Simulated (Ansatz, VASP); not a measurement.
**HfTi5N6: VASP beside Ansatz**

```
CELL_PARAMETERS angstrom
3.05206 0.00000 0.00000
0.00000 3.05206 0.00000
0.00000 0.00000 12.92441
ATOMIC_POSITIONS crystal
Hf 0.00000 0.00000 0.00000
Ti 0.50000 0.50000 0.17873
Ti 0.00000 0.00000 0.33558
Ti 0.50000 0.50000 0.50000
Ti 0.00000 0.00000 0.66442
Ti 0.50000 0.50000 0.82127
N 0.00000 0.00000 0.17184
N 0.50000 0.50000 0.33807
N 0.00000 0.00000 0.50000
N 0.50000 0.50000 0.66193
N 0.00000 0.00000 0.82816
N 0.50000 0.50000 0.00000
```

Alike in both runs: functional PBE; k mesh 12 × 12 × 4; occupations gaussian, width 0.1 eV; no spin polarisation.

Ansatz relaxed the structure, and its values are those at the end. VASP's run is a single point on that final structure, the one shown.

```csv
,VASP,Ansatz
version,VASP 6.6.1,Ansatz 0.2.0
potentials or method,"VASP PAW PBE potentials, release 64 (Hf_pv, Ti_sv, N), cutoff 520 eV","scalar-relativistic, plane waves, PAW"
valence electrons in the cell,100,116
```

|  | VASP | Ansatz | Ansatz less VASP |
| --- | --- | --- | --- |
| gap on the k mesh at the Fermi level (eV) | none | none | - |
| pressure (GPa) | -0.1 | 0.0 | +0.12 |
| rms of the force components (eV/Å) | 0.021 | 0.001 | -0.0203 |

A gap of «none» marks a metal or a gap that the smearing closes. With one functional, cell and mesh, what is left measures potentials, basis and numerics. VASP's potentials hold 100 valence electrons a cell and Ansatz's 116, so a difference there can come from the potentials and not from the codes.

Neither program's run includes spin-orbit coupling.
